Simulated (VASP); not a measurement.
# BN (P1) in VASP: single point with PBE

Aim: the single point of BN with PBE.

Everything below comes from runs of VASP 6.6.1. Logs are shortened: lines on timing, memory, paths and dates and some standing lists are left out, and cuts for length are marked.

## Step 1: The cell of the first run

The typed cell holds 4 atoms: a = 2.554 Å, b = 2.554 Å, c = 4.227 Å, α = 90.00°, β = 90.00°, γ = 120.00°.

## Step 2: Single point, PBE (all B atoms moved -0.050 Å, as atom 1 along Cartesian [1 1 1])

The input, INCAR:

```
SYSTEM = BN
  PREC = Accurate
  ENCUT = 520
  EDIFF = 1E-7
  ISMEAR = 0
  SIGMA = 0.05
  LREAL = .False.
  LASPH = .True.
  NELM = 100
  ALGO = Normal
  ISIF = 2
  LWAVE = .False.
  LCHARG = .False.
  GGA = PE
  NBANDS = 16
```

The input, KPOINTS:

```
regular mesh
0
Gamma
  12 12 6
  0 0 0
```

The input, POSCAR:

```
BN
1.0
    2.5539396017      0.0000000000      0.0000000000
   -1.2769698009      2.2117765748      0.0000000000
    0.0000000000      0.0000000000      4.2268550000
B N
2 2
Direct
    0.6488376702      0.3202816021      0.9928944510
    0.3155043369      0.6536149354      0.4928944510
    0.6666666667      0.3333333333      0.6252760000
    0.3333333333      0.6666666667      0.1252760000
```

Potentials or basis: VASP PAW PBE potentials, release 64 (B, N).

Started as:

```
cat potpaw_PBE.64/B/POTCAR potpaw_PBE.64/N/POTCAR > POTCAR
mpirun -np 1 vasp_std > vasp.out
```

OUTCAR:

```text
SYSTEM = BN
   PREC = Accurate
   ENCUT = 520
   EDIFF = 1E-7
   ISMEAR = 0
   LREAL = .False.
   LASPH = .True.
   NELM = 100
   ISIF = 2
   GGA = PE

 ion  position               nearest neighbor table
   1  0.649  0.320  0.993-   4 1.55   3 1.55   4 1.57   4 1.61
   2  0.316  0.654  0.493-   3 1.54   4 1.55   3 1.59   3 1.60
   3  0.667  0.333  0.625-   2 1.54   1 1.55   2 1.59   2 1.60
   4  0.333  0.667  0.125-   1 1.55   2 1.55   1 1.57   1 1.61

  LATTYP: Found a hexagonal cell.
 ALAT       =     2.5539396017
 C/A-ratio  =     1.6550332659

  Lattice vectors:

 A1 = (   2.5539396017,   0.0000000000,   0.0000000000)
 A2 = (  -1.2769698009,   2.2117765748,   0.0000000000)
 A3 = (   0.0000000000,   0.0000000000,   4.2268550000)

Analysis of symmetry for initial positions (statically):
=====================================================================
 Subroutine PRICEL returns:
 Original cell was already a primitive cell.

 Routine SETGRP: Setting up the symmetry group for a
 hexagonal supercell.

 Subroutine GETGRP returns: Found  1 space group operations
 (whereof  1 operations were pure point group operations)
 out of a pool of 24 trial point group operations.

The static configuration has the point symmetry C_1 .

Analysis of symmetry for dynamics (positions and initial velocities):
=====================================================================
 Subroutine PRICEL returns:
 Original cell was already a primitive cell.

 Routine SETGRP: Setting up the symmetry group for a
 hexagonal supercell.

 Subroutine GETGRP returns: Found  1 space group operations
 (whereof  1 operations were pure point group operations)
 out of a pool of 24 trial point group operations.

The dynamic configuration has the point symmetry C_1 .

 Subroutine INISYM returns: Found  1 space group operations
 (whereof  1 operations are pure point group operations),
 and found     1 'primitive' translations

----------------------------------------------------------------------------------------

                                     Primitive cell

  volume of cell :      23.8764

  direct lattice vectors                    reciprocal lattice vectors
     2.553939602  0.000000000  0.000000000     0.391551938  0.226062617  0.000000000
    -1.276969801  2.211776575  0.000000000     0.000000000  0.452125233  0.000000000
     0.000000000  0.000000000  4.226855000     0.000000000  0.000000000  0.236582518

  length of vectors
     2.553939602  2.553939602  4.226855000     0.452125233  0.452125233  0.236582518

  position of ions in fractional coordinates (direct lattice)
     0.648837670  0.320281602  0.992894451
     0.315504337  0.653614935  0.492894451
     0.666666667  0.333333333  0.625276000
     0.333333333  0.666666667  0.125276000

  ion indices of the primitive-cell ions
   primitive index   ion index
                 1           1
                 2           2
                 3           3
                 4           4

----------------------------------------------------------------------------------------

 KPOINTS: regular mesh

Automatic generation of k-mesh.
 Grid dimensions read from file:
 generate k-points for:   12   12    6

 Generating k-lattice:

  Cartesian coordinates                     Fractional coordinates (reciprocal lattice)
     0.032629328  0.018838551  0.000000000     0.083333333  0.000000000  0.000000000
     0.000000000  0.037677103  0.000000000     0.000000000  0.083333333  0.000000000
     0.000000000  0.000000000  0.039430420     0.000000000  0.000000000  0.166666667

  Length of vectors
     0.037677103  0.037677103  0.039430420

  Shift w.r.t. Gamma in fractional coordinates (k-lattice)
     0.000000000  0.000000000  0.000000000

 Subroutine IBZKPT returns following result:
 ===========================================

 Found    436 irreducible k-points:

 Following reciprocal coordinates:
            Coordinates               Weight
  0.000000  0.000000  0.000000      1.000000
  0.083333  0.000000  0.000000      2.000000
  0.000000  0.083333  0.000000      2.000000
 -0.083333  0.083333  0.000000      2.000000
  0.166667  0.000000  0.000000      2.000000
  0.000000  0.166667  0.000000      2.000000
[... 16 lines left out ...]
  0.166667  0.083333  0.000000      2.000000
 -0.083333  0.250000  0.000000      2.000000
 [... further k-points ...]
   k-points           NKPTS =    436   k-points in BZ     NKDIM =    436   number of bands    NBANDS=     16
   number of dos      NEDOS =    301   number of ions     NIONS =      4
   total plane-waves  NPLWV =  12800
   dimension x,y,z NGX =    20 NGY =   20 NGZ =   32
   dimension x,y,z NGXF=    40 NGYF=   40 NGZF=   64
   ions per type =               2   2
   NGX,Y,Z   is equivalent  to a cutoff of  13.02, 13.02, 12.59 a.u.
   NGXF,Y,Z  is equivalent  to a cutoff of  26.04, 26.04, 25.17 a.u.
 SYSTEM =  BN
   PREC   = accura    normal or accurate (medium, high low for compatibility)
   ISTART =      0    job   : 0-new  1-cont  2-samecut
   ICHARG =      2    charge: 1-file 2-atom 10-const
   ISPIN  =      1    spin polarized calculation?
   LNONCOLLINEAR =      F non collinear calculations
   LSORBIT =      F    spin-orbit coupling
   LASPH  =      T    aspherical Exc in radial PAW
   ENCUT  =  520.0 eV  38.22 Ry    6.18 a.u.   4.75  4.75  7.86*2*pi/ulx,y,z
   NELM   =    100;   NELMIN=  2; NELMDL= -5     # of ELM steps
   EDIFF  = 0.1E-06   stopping-criterion for ELM
   LREAL  =      F    real-space projection
   EDIFFG = 0.1E-05   stopping-criterion for IOM
   NSW    =      0    number of steps for IOM
   IBRION =     -1    ionic relax: 0-MD 1-quasi-New 2-CG
   NFREE  =      0    steps in history (QN), initial steepest desc. (CG)
   ISIF   =      2    stress and relaxation
   ISYM   =      2    0-nonsym 1-usesym 2-fastsym
   POTIM  = 0.5000    time-step for ionic-motion
   TEBEG  =    0.0;   TEEND  =   0.0 temperature during run
   PSTRESS=    0.0 pullay stress
   NELECT =      16.0000    total number of electrons
   NUPDOWN=      -1.0000    fix difference up-down
   EMIN   =  10.00;   EMAX   =-10.00  energy-range for DOS
   EFERMI =   0.00;   METHOD = LEGACY
   ISMEAR =     0;   SIGMA  =   0.05  broadening in eV -4-tet -1-fermi 0-gaus
   EFERMI_NEDOS =   21; number of points for ismear=-14 and -15
   IALGO  =     38    algorithm
   IMIX   =      4    mixing-type and parameters
     AMIX     =   0.40;   BMIX     =  1.00
     AMIX_MAG =   1.60;   BMIX_MAG =  1.00
  volume/ion in A,a.u.               =       5.97        40.28
  Fermi-wavevector in a.u.,A,eV,Ry     =   1.432600  2.707222 27.923836  2.052344
  Thomas-Fermi vector in A             =   2.552210
   LORBIT       =      0    0 simple, 1 ext, 2 COOP (PROOUT), +10 PAW based schemes
   GGA     = PE    functional components
   LHFCALC =     F    Hartree Fock is set to
   AEXX    =    0.0000 exact exchange contribution
   IVDW    =     0    specifies the selected vdW correction
   LEPSILON=     F    determine dielectric tensor
   LRPA    =     F    only Hartree local field effects (RPA)
 non-spin polarized calculation
 Gauss-broadening in eV      SIGMA  =   0.05
  energy-cutoff  :      520.00
  volume of cell :       23.88
 maximum number of plane-waves:       660
   NGX =  9   NGY =  9   NGZ = 15

 number of electron      16.0000000 magnetization

 Free energy of the ion-electron system (eV)
  ---------------------------------------------------
  ext. energy  EPLUGINS =         0.00000000
  ---------------------------------------------------
  free energy    TOTEN  =       -34.77396995 eV

  energy without entropy =      -34.77396995  energy(sigma->0) =      -34.77396995

 E-fermi :   7.9042     XC(G=0): -12.7632

 val. band max:        7.6593991902   @ k =   0.0000   0.0000   0.0000
 cond. band min:      12.3023906534   @ k =   0.3333   0.3333   0.0000
 fundamental gap:      4.6429914631
 Fermi energy:         7.9042460436

 k-point     1 :       0.0000    0.0000    0.0000
  band No.  band energies     occupation
      1     -12.8542      2.00000
      2      -8.7661      2.00000
      3      -3.4702      2.00000
      4       5.3585      2.00000
      5       5.3665      2.00000
      6       6.7987      2.00000
[... 8 lines left out ...]
     15      19.4474      0.00000
     16      23.5817      0.00000

 k-point     2 :       0.0833    0.0000    0.0000
  band No.  band energies     occupation
      1     -12.7040      2.00000
      2      -8.6505      2.00000
      3      -3.3233      2.00000
      4       4.6798      2.00000
      5       5.0856      2.00000
      6       6.6173      2.00000
[... 8 lines left out ...]
     15      19.7986      0.00000
     16      23.3506      0.00000

 k-point     3 :       0.0000    0.0833    0.0000
  band No.  band energies     occupation
      1     -12.7040      2.00000
      2      -8.6506      2.00000
      3      -3.3233      2.00000
      4       4.6789      2.00000
      5       5.0855      2.00000
      6       6.6248      2.00000
[... 8 lines left out ...]
     15      19.8366      0.00000
     16      23.3511      0.00000

 k-point     4 :      -0.0833    0.0833    0.0000
  band No.  band energies     occupation
      1     -12.7040      2.00000
      2      -8.6506      2.00000
      3      -3.3233      2.00000
      4       4.6774      2.00000
      5       5.0865      2.00000
      6       6.6300      2.00000
[... 8 lines left out ...]
     15      19.8686      0.00000
     16      23.3516      0.00000

 k-point     5 :       0.1667    0.0000    0.0000
  band No.  band energies     occupation
      1     -12.2581      2.00000
      2      -8.3198      2.00000
      3      -2.8884      2.00000
      4       3.0293      2.00000
      5       4.4387      2.00000
      6       5.5483      2.00000
[... 8 lines left out ...]
     15      20.8873      0.00000
     16      22.7235      0.00000

 k-point     6 :       0.0000    0.1667    0.0000
  band No.  band energies     occupation
      1     -12.2581      2.00000
      2      -8.3199      2.00000
      3      -2.8884      2.00000
      4       3.0292      2.00000
      5       4.4278      2.00000
      6       5.5753      2.00000
[... 8 lines left out ...]
     15      20.9234      0.00000
     16      22.7273      0.00000
[... 267 lines left out ...]
 k-point    21 :      -0.0833    0.1667    0.0000
  band No.  band energies     occupation
      1     -12.4059      2.00000
      2      -8.4271      2.00000
      3      -3.0323      2.00000
      4       3.6461      2.00000
      5       4.4290      2.00000
      6       6.1324      2.00000
[... 8 lines left out ...]
     15      20.7326      0.00000
     16      22.9750      0.00000

 k-point    22 :      -0.1667    0.0833    0.0000
  band No.  band energies     occupation
      1     -12.4059      2.00000
      2      -8.4270      2.00000
      3      -3.0323      2.00000
      4       3.6521      2.00000
      5       4.4190      2.00000
      6       6.1216      2.00000
[... 8 lines left out ...]
     15      20.7266      0.00000
     16      22.9757      0.00000

 k-point    23 :       0.1667    0.0833    0.0000
  band No.  band energies     occupation
      1     -11.8204      2.00000
      2      -8.0163      2.00000
      3      -2.4627      2.00000
      4       2.0120      2.00000
      5       3.3938      2.00000
      6       4.8423      2.00000
[... 8 lines left out ...]
     15      21.9281      0.00000
     16      22.7646      0.00000

 k-point    24 :      -0.0833    0.2500    0.0000
  band No.  band energies     occupation
      1     -11.8205      2.00000
      2      -8.0167      2.00000
      3      -2.4626      2.00000
      4       2.0052      2.00000
      5       3.4059      2.00000
      6       4.8464      2.00000
[... 8 lines left out ...]
     15      21.9351      0.00000
     16      22.7572      0.00000

 [... further k-points ...]

------------------------ aborting loop because EDIFF is reached ----------------------------------------

  FORCE on cell =-STRESS in cart. coord.  units (eV):
  Direction    XX          YY          ZZ          XY          YZ          ZX
  --------------------------------------------------------------------------------------
  -------------------------------------------------------------------------------------
  Total        0.1062245      0.1059264      0.0499999      0.0435857     -0.1280853     -0.1280918
  in kB        7.1279757      7.1079724      3.3551381      2.9247276     -8.5948996     -8.5953312
  external PRESSURE =       5.8636954 kB  Pullay stress =       0.0000000 kB

 VOLUME and BASIS-vectors are now :
 -----------------------------------------------------------------------------
  energy-cutoff  :      520.00
  volume of cell :       23.88
      direct lattice vectors                 reciprocal lattice vectors
     2.553939602  0.000000000  0.000000000     0.391551938  0.226062617  0.000000000
    -1.276969801  2.211776575  0.000000000     0.000000000  0.452125233  0.000000000
     0.000000000  0.000000000  4.226855000     0.000000000  0.000000000  0.236582518

 POSITION                                       TOTAL-FORCE (eV/Angst)
 -----------------------------------------------------------------------------------
      1.24810      0.70839      4.19682         0.605518      0.658643      0.672003
     -0.02887      1.44565      2.08339         0.711807      0.658668      0.669351
      1.27697      0.73726      2.64295        -0.715810     -0.658669     -0.669272
     -0.00000      1.47452      0.52952        -0.601514     -0.658642     -0.672082
 -----------------------------------------------------------------------------------
    total drift:                               -0.000073     -0.000073      0.000113

  FREE ENERGIE OF THE ION-ELECTRON SYSTEM (eV)
  ---------------------------------------------------
  free  energy   TOTEN  =       -34.7739699453 eV

  energy  without entropy=      -34.7739699453  energy(sigma->0) =      -34.77396995
```

Wall time 2 min (1 thread of AMD EPYC 7R43 (Zen 3), shared host); peak memory 0.21 GiB.

Results:

```yaml
Free_energy: -34.7740 eV
Pressure: 0.6 GPa
Largest_force: 1.181 eV/Å
Band_gap_on_the_k_mesh: 4.64 eV (least direct gap 7.91 eV)
```

Forces on the atoms (eV/Å):
```
B    0.606  0.659  0.672
B    0.712  0.659  0.669
N   -0.716 -0.659 -0.669
N   -0.602 -0.659 -0.672
```

Levels at points of the mesh, in eV from the valence-band top:
| k point | band 4 | band 5 | band 6 | band 7 | band 8 | band 9 | band 10 | band 11 | band 12 | band 13 |
| --- | --- | --- | --- | --- | --- | --- | --- | --- | --- | --- |
| (0.00, 0.00, 0.00) | -2.30 | -2.29 | -0.86 | -0.05 | 0.00 | 7.99 | 8.00 | 8.61 | 9.15 | 10.34 |
| (0.50, 0.00, 0.00) | -7.88 | -7.18 | -5.09 | -4.81 | -2.13 | 6.47 | 7.55 | 9.91 | 11.07 | 12.87 |
| (0.00, 0.50, 0.00) | -7.87 | -7.19 | -5.07 | -4.81 | -2.11 | 6.45 | 7.52 | 9.88 | 11.14 | 12.88 |
| (0.50, 0.50, 0.00) | -7.87 | -7.20 | -5.05 | -4.82 | -2.10 | 6.42 | 7.48 | 9.85 | 11.20 | 12.89 |
| (0.00, 0.00, 0.50) | -6.05 | -1.59 | -1.59 | -1.00 | -0.99 | 8.94 | 9.06 | 9.28 | 9.48 | 10.14 |
| (0.50, 0.00, 0.50) | -10.05 | -4.05 | -3.92 | -3.90 | -3.68 | 6.23 | 6.43 | 9.64 | 10.12 | 13.52 |
| (0.00, 0.50, 0.50) | -10.08 | -4.13 | -4.00 | -3.78 | -3.63 | 6.25 | 6.39 | 9.68 | 10.03 | 13.60 |
| (0.50, 0.50, 0.50) | -10.12 | -4.14 | -4.10 | -3.67 | -3.62 | 6.28 | 6.33 | 9.77 | 9.89 | 13.72 |

Caveat: the cell differs from its parent crystal (all B atoms moved -0.050 Å, as atom 1 along Cartesian [1 1 1]); forces of over 1 eV/Å act on the atoms, so gaps and moduli don't describe the material at rest.
